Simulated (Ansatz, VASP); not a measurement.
PtS2: VASP beside Ansatz

```
Pt S
1.0
     4.29351    0.00000    0.00000
     0.00000    4.29351    0.00000
     0.00000    0.00000    8.40106
Pt S
2 4
Direct
  0.00000 0.00000 0.00000
  0.50000 0.50000 0.50000
  0.69143 0.30857 0.00000
  0.30857 0.69143 0.00000
  0.19143 0.19143 0.50000
  0.80857 0.80857 0.50000
```

Alike in both runs: task single point; functional PBE; k mesh 4 × 4 × 2; occupations gaussian, width 0.1 eV; collinear spin.

|  | VASP | Ansatz |
| --- | --- | --- |
| version | VASP 6.6.1 | Ansatz 0.2.0 |
| potentials or method | VASP PAW PBE potentials, release 64 (Pt, S), cutoff 520 eV | scalar-relativistic, plane waves, PAW |
| valence electrons in the cell | 44 | 60 |

|  | VASP | Ansatz | Ansatz less VASP |
| --- | --- | --- | --- |
| gap on the k mesh at the Fermi level (eV) | none | none | - |
| rms of the force components (eV/Å) | 5.102 | 5.173 | +0.0703 |
| net moment per atom (μB) | 0.04 | 0.00 | -0.038 |
| size of the moment on the site where the two differ most (μB) | 0.03 | 0.00 | -0.034 |

Site moments also hang on the region over which each program counts them. Atom by atom the forces differ by 0.070 eV/Å (rms over components). A gap of «none» marks a metal or a gap that the smearing closes. With one functional, cell and mesh, what is left measures potentials, basis and numerics. VASP's potentials hold 44 valence electrons a cell and Ansatz's 60, so a difference there can come from the potentials and not from the codes. Ansatz's warnings: seeded moment not kept.

The k mesh is coarse, so the values compare programs but aren't converged. Neither program's run includes spin-orbit coupling.
